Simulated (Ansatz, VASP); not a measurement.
## ZrC in VASP and in Ansatz

The input INCAR:

```
  PREC = Accurate
  ENCUT = 520
  EDIFF = 1E-8
  ISMEAR = -1
  SIGMA = 0.05
  LREAL = False
  LASPH = True
  NELM = 80
  ALGO = Normal
  ISIF = 2
  LWAVE = False
  LCHARG = False
  GGA = PS
  LEFG = True
  NBANDS = 15
```

The input KPOINTS:

```
regular mesh
0
Gamma
  15 15 15
```

The input POSCAR:

```
ZrC
1.0
    0.0000000000      2.3657747582      2.3657747582
    2.3657747582      0.0000000000      2.3657747582
    2.3657747582      2.3657747582      0.0000000000
Zr C
1 1
Direct
    0.5000000000      0.5000000000      0.5000000000
    0.0000000000      0.0000000000      0.0000000000
```

Input for Ansatz:

```yaml
crystal:
  lattice:
    - [0.0, 2.3657747582, 2.3657747582]
    - [2.3657747582, 0.0, 2.3657747582]
    - [2.3657747582, 2.3657747582, 0.0]
  atoms:
    - { symbol: Zr, position: [0.5, 0.5, 0.5] }
    - { symbol: C, position: [0.0, 0.0, 0.0] }
kpoints:
  mp_grid: { grid: [15, 15, 15] }
scf:
  occupations: { method: fermi_dirac, width: 0.05 }
hamiltonian:
  xc: pbesol
  pseudopotentials: { kind: all_electron, datasets: crystal }
output:
  forces: true
  stress: true
  eigenvalues: true
  efg: { contact_densities: true }
```

Change from the starting cell: volume scaled by 1.02, crystal datasets.

Alike in both runs: task electric field gradients; functional PBEsol; k mesh 15 × 15 × 15; occupations fermi-dirac, width 0.05 eV; no spin polarisation.

|  | VASP | Ansatz |
| --- | --- | --- |
| version | VASP 6.6.1 | Ansatz 0.2.0 |
| potentials or method | VASP PAW PBE potentials, release 64 (Zr_sv, C), cutoff 520 eV | all-electron PAW with datasets made for the crystal, scalar-relativistic |

|  | VASP | Ansatz | Ansatz less VASP |
| --- | --- | --- | --- |
| pressure (GPa) | -8.4 | -8.7 | -0.28 |

VASP's potentials were made for PBE, not for PBEsol. Ansatz ran all-electron here, and VASP with PAW potentials.
